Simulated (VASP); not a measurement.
# I (Pm-3m) in VASP: single point with LDA

Aim: the single point of I with LDA.

Everything below comes from runs of VASP 6.6.1. Logs are shortened: lines on timing, memory, paths and dates and some standing lists are left out, and cuts for length are marked.

## (1) The cell of the first run

It takes space group Pm-3m (No. 221, cubic). The conventional cell has a = 3.353 Å, b = 3.353 Å, c = 3.353 Å, α = 90.00°, β = 90.00°, γ = 90.00°. Within 4.4 Å of I (site symmetry m-3m) lie 6 I at 3.35 Å.

## (2) Single point, LDA

The input, INCAR:

```
SYSTEM = I
ALGO     = Normal         ! electronic algorithm
EDIFF    = 1E-6           ! SCF threshold, eV
ENCUT    = 520            ! plane-wave cutoff, eV
ISIF     = 2              ! what is computed and relaxed
ISMEAR   = -1             ! smearing method
LASPH    = .TRUE.         ! aspherical terms in the spheres
LCHARG   = .FALSE.        ! write CHGCAR
LREAL    = .FALSE.        ! projectors in reciprocal space
LWAVE    = .FALSE.        ! write WAVECAR
NBANDS   = 10             ! bands
NELM     = 100            ! most SCF steps
PREC     = Accurate       ! precision mode
SIGMA    = 0.13605693000000002 ! smearing width, eV
```

The input, KPOINTS:

```
k-points
0
G
  10 10 10
  0 0 0
```

The input, POSCAR:

```
I
1.0
    3.3529564752      0.0000000000      0.0000000000
    0.0000000000      3.3529564752      0.0000000000
    0.0000000000      0.0000000000      3.3529564752
I
1
Direct
    0.0000000000      0.0000000000      0.0000000000
```

Potentials or basis: VASP PAW LDA potentials, release 64 (I).

Run with:

```
> cat potpaw_LDA.64/I/POTCAR > POTCAR
> mpirun -np 1 vasp_std > vasp.out
```

OUTCAR:

```text
SYSTEM = I
   EDIFF = 1E-6
   ENCUT = 520
   ISIF = 2
   ISMEAR = -1
   LASPH = .TRUE.
   LREAL = .FALSE.
   NELM = 100
   PREC = Accurate

 ion  position               nearest neighbor table
   1  0.000  0.000  0.000-

  LATTYP: Found a simple cubic cell.
 ALAT       =     3.3529564752

  Lattice vectors:

 A1 = (   3.3529564752,   0.0000000000,   0.0000000000)
 A2 = (   0.0000000000,   3.3529564752,   0.0000000000)
 A3 = (   0.0000000000,   0.0000000000,   3.3529564752)

Analysis of symmetry for initial positions (statically):
=====================================================================
 Subroutine PRICEL returns:
 Original cell was already a primitive cell.

 Routine SETGRP: Setting up the symmetry group for a
 simple cubic supercell.

 Subroutine GETGRP returns: Found 48 space group operations
 (whereof 48 operations were pure point group operations)
 out of a pool of 48 trial point group operations.

The static configuration has the point symmetry O_h .

Analysis of symmetry for dynamics (positions and initial velocities):
=====================================================================
 Subroutine PRICEL returns:
 Original cell was already a primitive cell.

 Routine SETGRP: Setting up the symmetry group for a
 simple cubic supercell.

 Subroutine GETGRP returns: Found 48 space group operations
 (whereof 48 operations were pure point group operations)
 out of a pool of 48 trial point group operations.

The dynamic configuration has the point symmetry O_h .

 Subroutine INISYM returns: Found 48 space group operations
 (whereof 48 operations are pure point group operations),
 and found     1 'primitive' translations

----------------------------------------------------------------------------------------

                                     Primitive cell

  volume of cell :      37.6950

  direct lattice vectors                    reciprocal lattice vectors
     3.352956475  0.000000000  0.000000000     0.298244253  0.000000000  0.000000000
     0.000000000  3.352956475  0.000000000     0.000000000  0.298244253  0.000000000
     0.000000000  0.000000000  3.352956475     0.000000000  0.000000000  0.298244253

  length of vectors
     3.352956475  3.352956475  3.352956475     0.298244253  0.298244253  0.298244253

  position of ions in fractional coordinates (direct lattice)
     0.000000000  0.000000000  0.000000000

  ion indices of the primitive-cell ions
   primitive index   ion index
                 1           1

----------------------------------------------------------------------------------------

 KPOINTS: k-points

Automatic generation of k-mesh.
 Grid dimensions read from file:
 generate k-points for:   10   10   10

 Generating k-lattice:

  Cartesian coordinates                     Fractional coordinates (reciprocal lattice)
     0.029824425  0.000000000  0.000000000     0.100000000  0.000000000  0.000000000
     0.000000000  0.029824425  0.000000000     0.000000000  0.100000000  0.000000000
     0.000000000  0.000000000  0.029824425     0.000000000  0.000000000  0.100000000

  Length of vectors
     0.029824425  0.029824425  0.029824425

  Shift w.r.t. Gamma in fractional coordinates (k-lattice)
     0.000000000  0.000000000  0.000000000

 Subroutine IBZKPT returns following result:
 ===========================================

 Found     56 irreducible k-points:

 Following reciprocal coordinates:
            Coordinates               Weight
  0.000000  0.000000  0.000000      1.000000
  0.100000  0.000000  0.000000      6.000000
  0.200000  0.000000  0.000000      6.000000
  0.300000  0.000000  0.000000      6.000000
  0.400000  0.000000  0.000000      6.000000
  0.500000  0.000000  0.000000      3.000000
[... 16 lines left out ...]
  0.200000  0.100000  0.100000     24.000000
  0.300000  0.100000  0.100000     24.000000
 [... further k-points ...]
   k-points           NKPTS =     56   k-points in BZ     NKDIM =     56   number of bands    NBANDS=     10
   number of dos      NEDOS =    301   number of ions     NIONS =      1
   total plane-waves  NPLWV =  21952
   dimension x,y,z NGX =    28 NGY =   28 NGZ =   28
   dimension x,y,z NGXF=    56 NGYF=   56 NGZF=   56
   ions per type =               1
   NGX,Y,Z   is equivalent  to a cutoff of  13.88, 13.88, 13.88 a.u.
   NGXF,Y,Z  is equivalent  to a cutoff of  27.77, 27.77, 27.77 a.u.
 SYSTEM =  I
   PREC   = accura    normal or accurate (medium, high low for compatibility)
   ISTART =      0    job   : 0-new  1-cont  2-samecut
   ICHARG =      2    charge: 1-file 2-atom 10-const
   ISPIN  =      1    spin polarized calculation?
   LNONCOLLINEAR =      F non collinear calculations
   LSORBIT =      F    spin-orbit coupling
   LASPH  =      T    aspherical Exc in radial PAW
   ENCUT  =  520.0 eV  38.22 Ry    6.18 a.u.   6.23  6.23  6.23*2*pi/ulx,y,z
   NELM   =    100;   NELMIN=  2; NELMDL= -5     # of ELM steps
   EDIFF  = 0.1E-05   stopping-criterion for ELM
   LREAL  =      F    real-space projection
   EDIFFG = 0.1E-04   stopping-criterion for IOM
   NSW    =      0    number of steps for IOM
   IBRION =     -1    ionic relax: 0-MD 1-quasi-New 2-CG
   NFREE  =      0    steps in history (QN), initial steepest desc. (CG)
   ISIF   =      2    stress and relaxation
   ISYM   =      2    0-nonsym 1-usesym 2-fastsym
   POTIM  = 0.5000    time-step for ionic-motion
   TEBEG  =    0.0;   TEEND  =   0.0 temperature during run
   PSTRESS=    0.0 pullay stress
   NELECT =       7.0000    total number of electrons
   NUPDOWN=      -1.0000    fix difference up-down
   EMIN   =  10.00;   EMAX   =-10.00  energy-range for DOS
   EFERMI =   0.00;   METHOD = LEGACY
   ISMEAR =    -1;   SIGMA  =   0.14  broadening in eV -4-tet -1-fermi 0-gaus
   EFERMI_NEDOS =   21; number of points for ismear=-14 and -15
   IALGO  =     38    algorithm
   IMIX   =      4    mixing-type and parameters
     AMIX     =   0.40;   BMIX     =  1.00
     AMIX_MAG =   1.60;   BMIX_MAG =  1.00
  volume/ion in A,a.u.               =      37.69       254.38
  Fermi-wavevector in a.u.,A,eV,Ry     =   0.933999  1.765002 11.869090  0.872354
  Thomas-Fermi vector in A             =   2.060758
   LORBIT       =      0    0 simple, 1 ext, 2 COOP (PROOUT), +10 PAW based schemes
   GGA     = CA    functional components
   LHFCALC =     F    Hartree Fock is set to
   AEXX    =    0.0000 exact exchange contribution
   IVDW    =     0    specifies the selected vdW correction
   LEPSILON=     F    determine dielectric tensor
   LRPA    =     F    only Hartree local field effects (RPA)
 non-spin polarized calculation
  energy-cutoff  :      520.00
  volume of cell :       37.69
 maximum number of plane-waves:      1064
 NGX is ok and might be reduce to    28
   NGX = 13   NGY = 13   NGZ = 13

 number of electron       7.0000001 magnetization

 Free energy of the ion-electron system (eV)
  ---------------------------------------------------
  ext. energy  EPLUGINS =         0.00000000
  ---------------------------------------------------
  free energy    TOTEN  =        -1.78254221 eV

  energy without entropy =       -1.71259941  energy(sigma->0) =       -1.74757081

 E-fermi :   4.2322     XC(G=0):  -8.9153

 val. band max:        4.2180038415   @ k =   0.5000   0.1000   0.1000
 cond. band min:       4.2977889952   @ k =   0.2000   0.0000   0.0000
 fundamental gap:      0.0797851537
 Fermi energy:         4.2321554309

 k-point     1 :       0.0000    0.0000    0.0000
  band No.  band energies     occupation
      1      -9.8800      2.00000
      2       4.0473      1.59109
      3       4.0473      1.59109
      4       4.0473      1.59109
      5       9.4751      0.00000
      6      10.5197      0.00000
      7      10.5197      0.00000
      8      20.5636      0.00000
      9      20.5638      0.00000
     10      20.5790      0.00000

 k-point     2 :       0.1000    0.0000    0.0000
  band No.  band energies     occupation
      1      -9.8007      2.00000
      2       3.2453      1.99859
      3       4.1143      1.40799
      4       4.1143      1.40799
      5       9.7927      0.00000
      6      10.6154      0.00000
      7      11.3588      0.00000
      8      18.9485      0.00000
      9      18.9485      0.00000
     10      20.1108      0.00000

 k-point     3 :       0.2000    0.0000    0.0000
  band No.  band energies     occupation
      1      -9.5793      2.00000
      2       1.7188      2.00000
      3       4.2978      0.76337
      4       4.2978      0.76337
      5      10.2385      0.00000
      6      10.8922      0.00000
      7      13.4069      0.00000
      8      17.2455      0.00000
      9      17.2455      0.00000
     10      18.5465      0.00000

 k-point     4 :       0.3000    0.0000    0.0000
  band No.  band energies     occupation
      1      -9.2708      2.00000
      2       0.2830      2.00000
      3       4.5436      0.18412
      4       4.5436      0.18412
      5      10.8381      0.00000
      6      11.3091      0.00000
      7      14.8769      0.00000
      8      15.8792      0.00000
      9      15.8792      0.00000
     10      17.7010      0.00000
[... 222 lines left out ...]
 k-point    22 :       0.1000    0.1000    0.1000
  band No.  band energies     occupation
      1      -9.6426      2.00000
      2       3.3172      1.99760
      3       3.4290      1.99455
      4       3.4290      1.99455
      5      10.7542      0.00000
      6      11.7128      0.00000
      7      11.7128      0.00000
      8      17.4050      0.00000
      9      17.7526      0.00000
     10      17.7526      0.00000

 k-point    23 :       0.2000    0.1000    0.1000
  band No.  band energies     occupation
      1      -9.4216      2.00000
      2       1.8749      2.00000
      3       3.5643      1.98535
      4       3.6232      1.97749
      5      11.2240      0.00000
      6      11.9632      0.00000
      7      13.4783      0.00000
      8      15.9786      0.00000
      9      16.1340      0.00000
     10      17.8936      0.00000

 k-point    24 :       0.3000    0.1000    0.1000
  band No.  band energies     occupation
      1      -9.1139      2.00000
      2       0.4465      2.00000
      3       3.8449      1.89025
      4       3.8859      1.85447
      5      11.5926      0.00000
      6      12.3319      0.00000
      7      13.8498      0.00000
      8      14.5512      0.00000
      9      16.9126      0.00000
     10      18.1790      0.00000

 [... further k-points ...]

------------------------ aborting loop because EDIFF is reached ----------------------------------------

  FORCE on cell =-STRESS in cart. coord.  units (eV):
  Direction    XX          YY          ZZ          XY          YZ          ZX
  --------------------------------------------------------------------------------------
  -------------------------------------------------------------------------------------
  Total       -0.0130214     -0.0130214     -0.0130214      0.0000000      0.0000000     -0.0000000
  in kB       -0.5534579     -0.5534579     -0.5534579      0.0000000      0.0000000     -0.0000000
  external PRESSURE =      -0.5534579 kB  Pullay stress =       0.0000000 kB

 VOLUME and BASIS-vectors are now :
 -----------------------------------------------------------------------------
  energy-cutoff  :      520.00
  volume of cell :       37.69
      direct lattice vectors                 reciprocal lattice vectors
     3.352956475  0.000000000  0.000000000     0.298244253  0.000000000  0.000000000
     0.000000000  3.352956475  0.000000000     0.000000000  0.298244253  0.000000000
     0.000000000  0.000000000  3.352956475     0.000000000  0.000000000  0.298244253

 POSITION                                       TOTAL-FORCE (eV/Angst)
 -----------------------------------------------------------------------------------
      0.00000      0.00000      0.00000         0.000000      0.000000      0.000000
 -----------------------------------------------------------------------------------
    total drift:                                0.000000      0.000000      0.000000

  FREE ENERGIE OF THE ION-ELECTRON SYSTEM (eV)
  ---------------------------------------------------
  free  energy   TOTEN  =        -1.7825422084 eV

  energy  without entropy=       -1.7125994130  energy(sigma->0) =       -1.74757081
```

Wall time 23 s (1 thread of Intel Xeon 8259CL, shared host); peak memory 0.15 GiB.

Results:

```yaml
Free_energy: -1.7825 eV
Pressure: -0.1 GPa
Band_gap_on_the_k_mesh: zero (an odd number of electrons rules out a gap without spin polarisation)
```

Caveat: spin-orbit coupling is left out, which moves the levels of the heavy elements; an odd number of electrons without spin polarisation forces a metal; a magnetic or distorted state may lie lower.
